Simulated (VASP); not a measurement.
# C (a cell with a defect) in VASP: single point with PBE+D3(BJ)

Aim: the single point of C (a cell with a defect) with PBE+D3(BJ).

Program: VASP 6.6.1. These are calculated values, not measurements. Logs are shortened: lines on timing, memory, paths and dates and some standing lists are left out, and cuts for length are marked.

## Step 1: The cell of the first run

The cell holds a defect, 63 atoms: a = 7.140 Å, b = 7.140 Å, c = 7.140 Å, α = 90.00°, β = 90.00°, γ = 90.00°.

## Step 2: Single point, PBE+D3(BJ)

Input file INCAR:

```
PREC = Accurate
ENCUT = 520
EDIFF = 1E-7
ISMEAR = -1
SIGMA = 0.05
LREAL = Auto
LASPH = True
NELM = 60
ALGO = Normal
ISIF = 2
LWAVE = False
LCHARG = True
GGA = PE
IVDW = 12
LELF = True
LVHAR = True
NBANDS = 163
```

Input file KPOINTS:

```
Automatic mesh
0
Gamma
  2 2 2
```

Input file POSCAR:

```
C
1.0
    7.1400000000      0.0000000000      0.0000000000
    0.0000000000      7.1400000000      0.0000000000
    0.0000000000      0.0000000000      7.1400000000
C
63
Direct
    0.5000123249     -0.0039642857      0.0064750700
    0.6249117647      0.1184834734      0.1289436975
    0.7374099440      0.2350621849     -0.0097156863
    0.8658163866      0.3732051821      0.1161666667
    0.7512571429     -0.0017000000      0.2520537815
    0.8759551821      0.1251093838      0.3747497199
    0.0012116246     -0.0009750700      0.0003007003
    0.1237162465      0.1246693277      0.1259380952
    0.2491312325      0.2507305322      0.0046046218
    0.3717523810      0.3752813725      0.1270427171
    0.4877697479      0.4955773109     -0.0030619048
    0.6231043417      0.6190457983      0.1188322129
    0.7490956583      0.7474670868     -0.0018656863
    0.8748054622      0.8732026611      0.1244254902
    0.2501184874      0.0005474790      0.2517593838
    0.3758275910      0.1268350140      0.3774950980
    0.4999843137      0.2494913165      0.2514184874
    0.6240584034      0.3743232493      0.3749116246
    0.7469897759      0.4976600840      0.2460095238
    0.8734795518      0.6242189076      0.3718119048
    0.5018147059      0.0061491597      0.5059296919
    0.6371504202      0.1280875350      0.6294102241
    0.7518176471      0.2515514006      0.5011509804
    0.8758789916      0.3764997199      0.6239633053
    0.7531736695     -0.0020672269      0.7496875350
    0.8758037815      0.1203591036      0.8742442577
   -0.0032187675      0.4984525210     -0.0029021008
    0.1227427171      0.6243546218      0.1234331933
    0.2489633053      0.7502126050     -0.0001434174
    0.3736619048      0.8729240896      0.1266634454
   -0.0038985994      0.2496834734      0.2465616246
    0.1221946779      0.3768640056      0.3719165266
    0.2480134454      0.5017700280      0.2505380952
    0.3741810924      0.6274362745      0.3739546218
    0.4987845938      0.7490816527      0.2494959384
    0.6261378151      0.8754785714      0.3759029412
    0.0021711485      0.0015281513      0.5006061625
    0.1281343137      0.1278656863      0.6265116246
    0.2516105042      0.2528278711      0.5015044818
    0.3661121849      0.3894941176      0.6162628852
    0.4994308123      0.5007669468      0.5001448179
    0.6254900560      0.6248131653      0.6241850140
    0.7507312325      0.7509991597      0.4975421569
    0.8769023810      0.8744306723      0.6231980392
    0.2590998599      0.0087990196      0.7517575630
    0.3875371148      0.1347289916      0.8899089636
    0.5625537815      0.2857480392      0.8393106443
    0.7587329132      0.5086123249      0.7354974790
    0.8732948179      0.6234464986      0.8721303922
   -0.0003535014      0.7497098039      0.2491051821
    0.1252785714      0.8758630252      0.3752550420
    0.0009985994      0.5020403361      0.4967107843
    0.1239141457      0.6282638655      0.6229236695
    0.2514427171      0.7531574230      0.5007487395
    0.3779361345      0.8789654062      0.6273112045
    0.0004591036      0.2503019608      0.7506354342
    0.1244669468      0.3743316527      0.8746645658
    0.2490507003      0.5009871148      0.7484732493
    0.3731154062      0.6238067227      0.8734179272
    0.5008696078      0.7500464986      0.7506406162
    0.6249453782      0.8735525210      0.8754710084
    0.0027058824      0.7530368347      0.7481064426
    0.1288207283      0.8784023810      0.8752899160
```

Potentials or basis: VASP PAW PBE potentials, release 64 (C).

Started as:

```console
$ cat potpaw_PBE.64/C/POTCAR > POTCAR
$ mpirun -np 1 vasp_std > vasp.out
```

OUTCAR:

```text
PREC = Accurate
   ENCUT = 520
   EDIFF = 1E-7
   ISMEAR = -1
   LREAL = Auto
   LASPH = True
   NELM = 60
   ISIF = 2
   GGA = PE
   IVDW = 12
 IVDW          = 12

 ion  position               nearest neighbor table
   1  0.500  0.996  0.006-  46 1.52  30 1.52   2 1.52  61 1.56
   2  0.625  0.118  0.129-   3 1.52   5 1.52   1 1.52  17 1.56
   3  0.737  0.235  0.990-   2 1.52  26 1.53   4 1.62  47 1.69
   4  0.866  0.373  0.116-  19 1.54  27 1.55  31 1.58   3 1.62
   5  0.751  0.998  0.252-   2 1.52  36 1.53   6 1.54  14 1.55
   6  0.876  0.125  0.375-  31 1.54   5 1.54  37 1.55  23 1.55
[... 31 lines left out ...]
  38  0.128  0.128  0.627-  39 1.54  56 1.54  45 1.55  37 1.56
  39  0.252  0.253  0.502-  40 1.51  38 1.54  16 1.54  32 1.58
  40  0.366  0.389  0.616-  58 1.49  41 1.49  39 1.51
  41  0.499  0.501  0.500-  40 1.49  42 1.54  18 1.55  34 1.56
  42  0.625  0.625  0.624-  48 1.49  41 1.54  60 1.55  43 1.56
  43  0.751  0.751  0.498-  36 1.53  44 1.55  20 1.55  42 1.56
  44  0.877  0.874  0.623-  62 1.53  25 1.54  37 1.55  43 1.55
  45  0.259  0.009  0.752-  55 1.54  38 1.55  63 1.58  46 1.62
  46  0.388  0.135  0.890-   1 1.52   9 1.53  45 1.62  47 1.69
  47  0.563  0.286  0.839-   3 1.69  46 1.69  11 1.95  22 1.95
  48  0.759  0.509  0.735-  24 1.49  42 1.49  49 1.51
  49  0.873  0.623  0.872-  48 1.51  27 1.54  13 1.54  62 1.58
  50  1.000  0.750  0.249-  14 1.54  28 1.54  20 1.54  51 1.56
  51  0.125  0.876  0.375-  15 1.54  37 1.54  54 1.54  50 1.56
  52  0.001  0.502  0.497-  32 1.53  20 1.54  53 1.55  24 1.56
  53  0.124  0.628  0.623-  62 1.53  54 1.54  52 1.55  58 1.56
  54  0.251  0.753  0.501-  51 1.54  53 1.54  34 1.55  55 1.56
  55  0.378  0.879  0.627-  21 1.54  45 1.54  60 1.55  54 1.56
  56  0.000  0.250  0.751-  57 1.53  38 1.54  24 1.56  26 1.56
  57  0.124  0.374  0.875-  56 1.53  27 1.54  58 1.56   9 1.56
  58  0.249  0.501  0.748-  40 1.49  59 1.53  57 1.56  53 1.56
  59  0.373  0.624  0.873-  11 1.51  58 1.53  60 1.55  29 1.55
  60  0.501  0.750  0.751-  61 1.54  55 1.55  42 1.55  59 1.55
  61  0.625  0.874  0.875-  60 1.54  13 1.54  25 1.56   1 1.56
  62  0.003  0.753  0.748-  53 1.53  44 1.53  63 1.56  49 1.58
  63  0.129  0.878  0.875-  29 1.54   7 1.54  62 1.56  45 1.58

  LATTYP: Found a simple cubic cell.
 ALAT       =     7.1400000000

  Lattice vectors:

 A1 = (   7.1400000000,   0.0000000000,   0.0000000000)
 A2 = (   0.0000000000,   7.1400000000,   0.0000000000)
 A3 = (   0.0000000000,   0.0000000000,   7.1400000000)

Analysis of symmetry for initial positions (statically):
=====================================================================
 Subroutine PRICEL returns:
 Original cell was already a primitive cell.

 Routine SETGRP: Setting up the symmetry group for a
[... 232 lines left out ...]
   ISYM   =      2    0-nonsym 1-usesym 2-fastsym
   POTIM  = 0.5000    time-step for ionic-motion
   TEBEG  =    0.0;   TEEND  =   0.0 temperature during run
   PSTRESS=    0.0 pullay stress
   NELECT =     252.0000    total number of electrons
   NUPDOWN=      -1.0000    fix difference up-down
   EMIN   =  10.00;   EMAX   =-10.00  energy-range for DOS
   EFERMI =   0.00;   METHOD = LEGACY
   ISMEAR =    -1;   SIGMA  =   0.05  broadening in eV -4-tet -1-fermi 0-gaus
   EFERMI_NEDOS =   21; number of points for ismear=-14 and -15
   IALGO  =     38    algorithm
   IMIX   =      4    mixing-type and parameters
     AMIX     =   0.40;   BMIX     =  1.00
     AMIX_MAG =   1.60;   BMIX_MAG =  1.00
  volume/ion in A,a.u.               =       5.78        38.99
  Fermi-wavevector in a.u.,A,eV,Ry     =   1.448250  2.736795 28.537232  2.097427
  Thomas-Fermi vector in A             =   2.566112
   LORBIT       =      0    0 simple, 1 ext, 2 COOP (PROOUT), +10 PAW based schemes
   GGA     = PE    functional components
   LHFCALC =     F    Hartree Fock is set to
   AEXX    =    0.0000 exact exchange contribution
   IVDW    =    12    specifies the selected vdW correction
   LEPSILON=     F    determine dielectric tensor
   LRPA    =     F    only Hartree local field effects (RPA)
 non-spin polarized calculation
  energy-cutoff  :      520.00
  volume of cell :      363.99
 maximum number of plane-waves:      9808
 NGX is ok and might be reduce to    54
   NGX = 27   NGY = 27   NGZ = 27

 number of electron     251.9999998 magnetization

 Free energy of the ion-electron system (eV)
  ---------------------------------------------------
  ext. energy  EPLUGINS =         0.00000000
  ---------------------------------------------------
  free energy    TOTEN  =      -563.52923048 eV

  energy without entropy =     -563.48795267  energy(sigma->0) =     -563.50859158

 E-fermi :  10.5417     XC(G=0): -13.1663

 val. band max:       10.4852479770   @ k =   0.5000   0.5000   0.5000
 cond. band min:      10.5452815686   @ k =   0.0000   0.0000   0.5000
 fundamental gap:      0.0600335916
 Fermi energy:        10.5416877550

 k-point     1 :       0.0000    0.0000    0.0000
  band No.  band energies     occupation
      1     -11.9022      2.00000
      2      -9.8111      2.00000
      3      -9.7812      2.00000
      4      -9.6680      2.00000
      5      -9.6591      2.00000
      6      -9.4921      2.00000
[... 1117 lines left out ...]
    137      15.4841      0.00000
    138      15.5024      0.00000
 [bands above 138 left out]

------------------------ aborting loop because EDIFF is reached ----------------------------------------

 Edisp (eV)  -11.86921

 E8    (eV) :    -3.4174

  FORCE on cell =-STRESS in cart. coord.  units (eV):
  Direction    XX          YY          ZZ          XY          YZ          ZX
  --------------------------------------------------------------------------------------
  -------------------------------------------------------------------------------------
  Total     -13.08628   -12.01316   -11.97814   -10.63743   -14.78444   -10.60347
  in kB     -57.60129   -52.87778   -52.72363   -46.82230   -65.07598   -46.67280
  external pressure =      -54.40 kB  Pullay stress =        0.00 kB

 VOLUME and BASIS-vectors are now :
 -----------------------------------------------------------------------------
  energy-cutoff  :      520.00
  volume of cell :      363.99
      direct lattice vectors                 reciprocal lattice vectors
     7.140000000  0.000000000  0.000000000     0.140056022  0.000000000  0.000000000
     0.000000000  7.140000000  0.000000000     0.000000000  0.140056022  0.000000000
     0.000000000  0.000000000  7.140000000     0.000000000  0.000000000  0.140056022

 POSITION                                       TOTAL-FORCE (eV/Angst)
 -----------------------------------------------------------------------------------
      3.57009      7.11170      0.04623         0.002224     -0.010766     -0.011079
      4.46187      0.84597      0.92066        -0.003950      0.010504      0.009520
      5.26511      1.67834      7.07063        -0.010555      0.024689     -0.008316
      6.18193      2.66469      0.82943        -0.003028     -0.006368     -0.006488
      5.36398      7.12786      1.79966         0.007415     -0.004490      0.003889
      6.25432      0.89328      2.67571        -0.004105     -0.006562      0.007813
[... 55 lines left out ...]
      0.01932      5.37668      5.34148         0.004594     -0.005876      0.014561
      0.91978      6.27179      6.24957         0.002182      0.007325     -0.005763
 -----------------------------------------------------------------------------------
    total drift:                               -0.026348      0.011450      0.028810

  FREE ENERGIE OF THE ION-ELECTRON SYSTEM (eV)
  ---------------------------------------------------
  free  energy   TOTEN  =      -575.3984439292 eV

  energy  without entropy=     -575.3571661267  energy(sigma->0) =     -575.37780503
```

Wall time 10 min (1 thread of AMD EPYC 7R13 (Zen 3), shared host); peak memory 0.56 GiB.

Results:

```yaml
Free_energy: -575.3984 eV
Pressure: -5.4 GPa
Largest_force: 0.032 eV/Å
Band_gap_on_the_k_mesh: zero (bands 126 and 127 overlap by 0.40 eV)
Dispersion_energy_per_atom: -0.188 eV
```

Forces in eV/Å, atoms in the order of the input:
```
C    0.002 -0.011 -0.011
C   -0.004  0.011  0.010
C   -0.011  0.025 -0.008
C   -0.003 -0.006 -0.006
C    0.007 -0.004  0.004
C   -0.004 -0.007  0.008
C   -0.009  0.004  0.000
C    0.005 -0.007 -0.006
C   -0.009  0.002  0.004
C    0.007 -0.006  0.006
C    0.024 -0.013 -0.015
C   -0.014  0.004  0.002
C    0.000 -0.002  0.001
C    0.001  0.006 -0.001
C    0.004  0.000  0.003
C   -0.001 -0.010  0.001
C    0.000 -0.003 -0.006
C    0.005  0.008  0.011
C    0.005 -0.001  0.006
C    0.004 -0.002  0.001
C    0.012  0.006  0.000
C   -0.019  0.003  0.002
C    0.006  0.009 -0.008
C    0.020 -0.011 -0.010
C   -0.003 -0.013  0.004
C    0.010  0.006  0.003
C   -0.002 -0.003 -0.003
C    0.003 -0.011 -0.006
C    0.002 -0.002  0.001
C   -0.002  0.005 -0.007
C   -0.007  0.009  0.000
C    0.000 -0.009  0.006
C   -0.004  0.004  0.000
C    0.004 -0.010  0.008
C    0.015 -0.005 -0.005
C   -0.021  0.006 -0.003
C   -0.003  0.005  0.000
C   -0.005 -0.005 -0.004
C   -0.007 -0.004 -0.003
C    0.016 -0.019  0.017
C    0.010  0.002 -0.013
C   -0.016  0.004 -0.002
C    0.006  0.001 -0.002
C    0.002  0.011 -0.008
C    0.004  0.006  0.014
C   -0.005  0.006 -0.024
C    0.003  0.014  0.002
C   -0.016 -0.014  0.016
C    0.010  0.007  0.003
C    0.006  0.001  0.002
C   -0.009 -0.005  0.002
C    0.000  0.004  0.004
C    0.002 -0.011 -0.002
C    0.000  0.002  0.005
C   -0.010 -0.008 -0.007
C   -0.008  0.000  0.003
C    0.010  0.007  0.005
C   -0.014  0.002  0.004
C    0.003  0.012 -0.004
C   -0.006 -0.004  0.000
C   -0.005  0.015 -0.003
C    0.005 -0.006  0.015
C    0.002  0.007 -0.006
```

Caveat: the k points lie up to 0.44 Å⁻¹ apart.
